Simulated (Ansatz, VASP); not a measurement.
**GaSb in VASP and in Ansatz**

The input INCAR:

```
PREC = Accurate
ENCUT = 500
EDIFF = 1E-6
ISMEAR = 0
SIGMA = 0.01
LREAL = F
LASPH = T
NELM = 200
ALGO = Normal
ISIF = 2
LWAVE = F
LCHARG = F
LNONCOLLINEAR = T
MAGMOM = 0 0 0 0 0 0
LORBIT = 11
LSORBIT = T
GGA_COMPAT = F
LORBMOM = T
GGA = PS
NBANDS = 30
```

File KPOINTS:

```
regular mesh
0
Gamma
  10 10 10
```

Contents of POSCAR:

```
GaSb
1.0
    0.0000000000      3.0480000000      3.0480000000
    3.0480000000      0.0000000000      3.0480000000
    3.0480000000      3.0480000000      0.0000000000
Ga Sb
1 1
Direct
    0.0000000000      0.0000000000      0.0000000000
    0.2500000000      0.2500000000      0.2500000000
```

Input for Ansatz:

```yaml
crystal:
  lattice:
    - [0.0, 3.048, 3.048]
    - [3.048, 0.0, 3.048]
    - [3.048, 3.048, 0.0]
  atoms:
    - { symbol: Ga, position: [0.0, 0.0, 0.0] }
    - { symbol: Sb, position: [0.25, 0.25, 0.25] }
basis:
  ecutwfc: 420
kpoints:
  mp_grid: { grid: [10, 10, 10] }
  band_path:
    path:
      - [0.0, 0.0, 0.0]
      - [0.0, 0.0, 0.0]
      - [0.4148958474, 0.4148958474, 0.0]
      - [0.5, 0.5, 0.5]
      - [0.0058212512, 0.0058212512, 0.0]
      - [-0.0058212512, -0.0058212512, 0.0]
      - [0.0067218019, 0.0067218019, 0.0067218019]
      - [-0.0067218019, -0.0067218019, -0.0067218019]
      - [0.0058212512, 0.0058212512, 0.0]
      - [-0.0058212512, -0.0058212512, 0.0]
      - [0.4207170986, 0.4207170986, 0.0]
      - [0.4090745962, 0.4090745962, 0.0]
      - [0.4148958474, 0.4207170986, 0.0058212512]
      - [0.4148958474, 0.4090745962, -0.0058212512]
      - [0.5067218019, 0.5067218019, 0.5067218019]
      - [0.4932781981, 0.4932781981, 0.4932781981]
      - [0.4958837538, 0.5041162462, 0.5]
      - [0.5041162462, 0.4958837538, 0.5]
    npoints: 1
hamiltonian:
  xc: pbesol
  pseudopotentials: { kind: paw_fr, azcp: { folder: soft_1 } }
scf:
  occupations: { method: gaussian, width: 0.01 }
  n_extra_bands: 10
output:
  eigenvalues: true
magnetization:
  noncollinear: true
  spin_orbit: true
```

Alike in both runs: task single point; functional PBEsol; k mesh 10 × 10 × 10; occupations gaussian, width 0.01 eV; non-collinear spin, spin-orbit coupling.

```csv
,VASP,Ansatz
version,VASP 6.6.1,Ansatz 0.2.0
potentials or method,"VASP PAW PBE potentials, release 64 (Ga_d, Sb), cutoff 500 eV","plane waves, PAW"
valence electrons in the cell,18,28
```

```csv
,VASP,Ansatz,Ansatz less VASP
net moment per atom (μB),0.00,0.00,0.000
```

VASP's potentials were made for PBE, not for PBEsol, and Ansatz warns of the same on its side. With one functional, cell and mesh, what is left measures potentials, basis and numerics. VASP's potentials hold 18 valence electrons a cell and Ansatz's 28, so a difference there can come from the potentials and not from the codes.
